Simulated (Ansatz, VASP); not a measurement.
## TaN in VASP and in Ansatz

```
Ta N
1.0
     0.00000    2.17900    2.17900
     2.17900    0.00000    2.17900
     2.17900    2.17900    0.00000
Ta N
1 1
Direct
  0.50000 0.50000 0.50000
  0.00000 0.00000 0.00000
```

Alike in both runs: task single point; functional PBE; k mesh 7 × 7 × 7; occupations gaussian, width 0.05 eV; collinear spin, ferromagnetic start.

|  | VASP | Ansatz |
| --- | --- | --- |
| version | VASP 6.6.1 | Ansatz 0.2.0 |
| potentials or method | VASP PAW PBE potentials, release 64 (Ta_pv, N) | Ansatz PAW |
| plane-wave cutoff (eV) | 520 | 420 |
| valence electrons in the cell | 16 | 18 |

```tsv
	VASP	Ansatz	Ansatz less VASP
gap on the k mesh at the Fermi level (eV)	none	none	-
pressure (GPa)	15.3	14.3	-0.98
net moment per atom (μB)	0.00	0.00	0.000
```

A gap of «none» marks a metal or a gap that the smearing closes. VASP's potentials hold 16 valence electrons a cell and Ansatz's 18, so a difference there can come from the potentials and not from the codes.

Spin-orbit coupling is off throughout.
